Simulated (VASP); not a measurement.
# Bi2Se3 (R-3m) in VASP: a series of runs, part 2 of 2

VASP 6.6.1. Earlier steps stand in the parts before.

### Step 3. Electric field gradients, PBE (27.81 Å³/atom)

This run uses another cell than the first one, of 27.81 Å³/atom.

INCAR

```
  PREC = Accurate
  ENCUT = 520
  EDIFF = 1E-8
  ISMEAR = -1
  SIGMA = 0.03
  LREAL = F
  LASPH = T
  NELM = 80
  ALGO = Normal
  ISIF = 2
  LWAVE = F
  LCHARG = F
  GGA = PE
  LEFG = T
  NBANDS = 32
```

KPOINTS

```
Automatic mesh
0
Gamma
  6 6 6
```

POSCAR

```
Bi2Se3
1.0
    2.0575961980      1.1879537188      9.4812654522
   -2.0575961980      1.1879537188      9.4812654522
    0.0000000000     -2.3759074377      9.4812654522
Bi Se
2 3
Direct
    0.4008000000      0.4008000000      0.4008000000
    0.5992000000      0.5992000000      0.5992000000
    0.0000000000      0.0000000000      0.0000000000
    0.2117000000      0.2117000000      0.2117000000
    0.7883000000      0.7883000000      0.7883000000
```

Potentials or basis: VASP PAW PBE potentials, release 64 (Bi_d, Se).

Launch:

```bash
> cat potpaw_PBE.64/Bi_d/POTCAR potpaw_PBE.64/Se/POTCAR > POTCAR
> mpirun -np 1 vasp_std > vasp.out
```

OUTCAR:

```text
PREC = Accurate
   ENCUT = 520
   EDIFF = 1E-8
   ISMEAR = -1
   LREAL = F
   LASPH = T
   NELM = 80
   ISIF = 2
   GGA = PE

 ion  position               nearest neighbor table
   1  0.401  0.401  0.401-   5 2.83   5 2.83   5 2.83   3 3.05   3 3.05   3 3.05
   2  0.599  0.599  0.599-   4 2.83   4 2.83   4 2.83   3 3.05   3 3.05   3 3.05
   3  0.000  0.000  0.000-   2 3.05   2 3.05   1 3.05   1 3.05   2 3.05   1 3.05
   4  0.212  0.212  0.212-   2 2.83   2 2.83   2 2.83
   5  0.788  0.788  0.788-   1 2.83   1 2.83   1 2.83

  LATTYP: Found a trigonal (rhomboedric) cell.
 ALAT       =     9.7744222708
 COS(alpha) =     0.9113725817

  Lattice vectors:

 A1 = (   2.0575961980,   1.1879537188,   9.4812654522)
 A2 = (  -2.0575961980,   1.1879537188,   9.4812654522)
 A3 = (   0.0000000000,  -2.3759074377,   9.4812654522)

Analysis of symmetry for initial positions (statically):
=====================================================================
 Subroutine PRICEL returns:
 Original cell was already a primitive cell.

 Routine SETGRP: Setting up the symmetry group for a
 trigonal (rhombohedral) supercell.

 Subroutine GETGRP returns: Found 12 space group operations
 (whereof 12 operations were pure point group operations)
 out of a pool of 12 trial point group operations.

The static configuration has the point symmetry D_3d.

Analysis of symmetry for dynamics (positions and initial velocities):
=====================================================================
 Subroutine PRICEL returns:
 Original cell was already a primitive cell.

 Routine SETGRP: Setting up the symmetry group for a
 trigonal (rhombohedral) supercell.

 Subroutine GETGRP returns: Found 12 space group operations
 (whereof 12 operations were pure point group operations)
 out of a pool of 12 trial point group operations.

The dynamic configuration has the point symmetry D_3d.

 Subroutine INISYM returns: Found 12 space group operations
 (whereof 12 operations are pure point group operations),
 and found     1 'primitive' translations

----------------------------------------------------------------------------------------

                                     Primitive cell

  volume of cell :     139.0520

  direct lattice vectors                    reciprocal lattice vectors
     2.057596198  1.187953719  9.481265452     0.243002004  0.140297273  0.035157051
    -2.057596198  1.187953719  9.481265452    -0.243002004  0.140297273  0.035157051
     0.000000000 -2.375907438  9.481265452     0.000000000 -0.280594545  0.035157051

  length of vectors
     9.774422271  9.774422271  9.774422271     0.282788467  0.282788467  0.282788467

  position of ions in fractional coordinates (direct lattice)
     0.400800000  0.400800000  0.400800000
     0.599200000  0.599200000  0.599200000
     0.000000000  0.000000000  0.000000000
     0.211700000  0.211700000  0.211700000
     0.788300000  0.788300000  0.788300000

  ion indices of the primitive-cell ions
   primitive index   ion index
                 1           1
                 2           2
[... 95 lines left out ...]
     AMIX_MAG =   1.60;   BMIX_MAG =  1.00
  volume/ion in A,a.u.               =      27.81       187.67
  Fermi-wavevector in a.u.,A,eV,Ry     =   1.148408  2.170176 17.943917  1.318841
  Thomas-Fermi vector in A             =   2.285083
   LORBIT       =      0    0 simple, 1 ext, 2 COOP (PROOUT), +10 PAW based schemes
   GGA     = PE    functional components
   LHFCALC =     F    Hartree Fock is set to
   AEXX    =    0.0000 exact exchange contribution
   IVDW    =     0    specifies the selected vdW correction
   LEPSILON=     F    determine dielectric tensor
   LRPA    =     F    only Hartree local field effects (RPA)
 non-spin polarized calculation
  energy-cutoff  :      520.00
  volume of cell :      139.05
 maximum number of plane-waves:      3773
 NGX is ok and might be reduce to    80
   NGX = 37   NGY = 37   NGZ = 37

 number of electron      47.9999998 magnetization

 Free energy of the ion-electron system (eV)
  ---------------------------------------------------
  ext. energy  EPLUGINS =         0.00000000
  ---------------------------------------------------
  free energy    TOTEN  =       -20.09804986 eV

  energy without entropy =      -20.09796737  energy(sigma->0) =      -20.09800862

 E-fermi :   5.3219     XC(G=0):  -9.5896

 val. band max:        5.2207145628   @ k =   0.0000   0.0000   0.0000
 cond. band min:       5.4231659209   @ k =   0.0000   0.0000   0.0000
 fundamental gap:      0.2024513581
 Fermi energy:         5.3219043229

 k-point     1 :       0.0000    0.0000    0.0000
  band No.  band energies     occupation
      1     -17.9414      2.00000
      2     -17.9414      2.00000
      3     -17.9394      2.00000
      4     -17.9394      2.00000
      5     -17.9309      2.00000
      6     -17.9281      2.00000
[... 829 lines left out ...]
     31      10.2500      0.00000
     32      11.6903      0.00000

 [... further k-points ...]

------------------------ aborting loop because EDIFF is reached ----------------------------------------

  FORCE on cell =-STRESS in cart. coord.  units (eV):
  Direction    XX          YY          ZZ          XY          YZ          ZX
  --------------------------------------------------------------------------------------
  -------------------------------------------------------------------------------------
  Total        3.4474370      3.4474370      3.4658313      0.0000000     -0.0000000      0.0000000
  in kB       39.7218713     39.7218713     39.9338128      0.0000000     -0.0000000      0.0000000
  external PRESSURE =      39.7925185 kB  Pullay stress =       0.0000000 kB

 VOLUME and BASIS-vectors are now :
 -----------------------------------------------------------------------------
  energy-cutoff  :      520.00
  volume of cell :      139.05
      direct lattice vectors                 reciprocal lattice vectors
     2.057596198  1.187953719  9.481265452     0.243002004  0.140297273  0.035157051
    -2.057596198  1.187953719  9.481265452    -0.243002004  0.140297273  0.035157051
     0.000000000 -2.375907438  9.481265452     0.000000000 -0.280594545  0.035157051

 POSITION                                       TOTAL-FORCE (eV/Angst)
 -----------------------------------------------------------------------------------
      0.00000     -0.00000     11.40027         0.000000      0.000000     -0.256039
      0.00000     -0.00000     17.04352         0.000000     -0.000000      0.256039
      0.00000      0.00000      0.00000         0.000000      0.000000     -0.000000
      0.00000     -0.00000      6.02155         0.000000      0.000000     -0.352474
      0.00000     -0.00000     22.42224         0.000000     -0.000000      0.352474
 -----------------------------------------------------------------------------------
    total drift:                                0.000000      0.000000     -0.000000

  FREE ENERGIE OF THE ION-ELECTRON SYSTEM (eV)
  ---------------------------------------------------
  free  energy   TOTEN  =       -20.0980498619 eV

  energy  without entropy=      -20.0979673729  energy(sigma->0) =      -20.09800862

 Electric field gradients (V/A^2)
---------------------------------------------------------------------
 ion       V_xx      V_yy      V_zz      V_xy      V_xz      V_yz
---------------------------------------------------------------------
   1      -2.614    -2.614     5.228    -0.000    -0.000     0.000
   2      -2.614    -2.614     5.228    -0.000     0.000     0.000
   3     -36.895   -36.895    73.790    -0.000     0.000     0.000
   4       7.923     7.923   -15.846    -0.000    -0.000     0.000
   5       7.923     7.923   -15.846     0.000     0.000     0.000
---------------------------------------------------------------------

 Electric field gradients after diagonalization (V/A^2)
 (convention: |V_zz| > |V_xx| > |V_yy|)
----------------------------------------------------------------------
 ion       V_xx      V_yy      V_zz     asymmetry (V_yy - V_xx)/ V_zz
----------------------------------------------------------------------
   1      -2.614    -2.614     5.228       0.000
   2      -2.614    -2.614     5.228       0.000
   3     -36.895   -36.895    73.790       0.000
   4       7.923     7.923   -15.846       0.000
   5       7.923     7.923   -15.846       0.000
----------------------------------------------------------------------

           NMR quadrupolar parameters

 Cq : quadrupolar parameter    Cq=e*Q*V_zz/h
 eta: asymmetry parameters     (V_yy - V_xx)/ V_zz
 Q  : nuclear electric quadrupole moment in mb (millibarn)
----------------------------------------------------------------------
 ion       Cq(MHz)       eta       Q (mb)
----------------------------------------------------------------------
   1       0.013       0.000       1.000
   2       0.013       0.000       1.000
   3       0.178       0.000       1.000
   4      -0.038       0.000       1.000
   5      -0.038       0.000       1.000
----------------------------------------------------------------------
```

OSZICAR:

```text
N       E                     dE             d eps       ncg     rms          rms(c)
DAV:   1     0.472904809484E+03    0.47290E+03   -0.22875E+04  2048   0.157E+03
DAV:   2     0.347503245198E+02   -0.43815E+03   -0.42054E+03  2096   0.416E+02
[... 11 lines left out ...]
DAV:  14    -0.200980498328E+02   -0.43822E-07   -0.71171E-07  2344   0.512E-03    0.134E-03
DAV:  15    -0.200980498607E+02   -0.27906E-07   -0.58040E-08  2200   0.130E-03    0.331E-04
DAV:  16    -0.200980498789E+02   -0.18193E-07   -0.20489E-08  2008   0.674E-04    0.223E-04
DAV:  17    -0.200980498527E+02    0.26166E-07   -0.26036E-09  1672   0.330E-04    0.679E-05
DAV:  18    -0.200980498630E+02   -0.10348E-07   -0.43027E-10  1224   0.156E-04    0.178E-05
DAV:  19    -0.200980498619E+02    0.11232E-08   -0.12075E-10  1184   0.104E-04
   1 F= -.20098050E+02 E0= -.20098009E+02  d E =-.824890E-04
```

Run time: 11 min. Hardware: 1 thread of Intel Xeon 6975P-C (Granite Rapids), shared host; peak memory 0.94 GiB.

What came out:

| Property | Result |
| --- | --- |
| Free energy | -20.0980 eV |
| Pressure | 4.0 GPa |
| Largest force | 0.352 eV/Å |
| Band gap on the k mesh | 0.20 eV |
| Largest electric field gradient by atom | Bi +5.2; Se +73.8, -15.8 (each value once) V/Å² |

Forces on the atoms (eV/Å):
```
Bi   0.000  0.000 -0.256
Bi   0.000  0.000  0.256
Se   0.000  0.000  0.000
Se   0.000  0.000 -0.352
Se   0.000  0.000  0.352
```

Electric field gradients, principal values (V/Å²):
| atom | least | middle | greatest (by size) |
| --- | --- | --- | --- |
| 1 Bi | -2.614 | -2.614 | 5.228 |
| 2 Bi | -2.614 | -2.614 | 5.228 |
| 3 Se | -36.895 | -36.895 | 73.790 |
| 4 Se | 7.923 | 7.923 | -15.846 |
| 5 Se | 7.923 | 7.923 | -15.846 |

Caveat: the cell stands under pressure; without QUAD_EFG the Cq values of the log hold for a quadrupole moment of 1 mb, not for the nuclei; spin-orbit coupling is left out, which moves the levels of the heavy elements. A k mesh can miss the band edges.
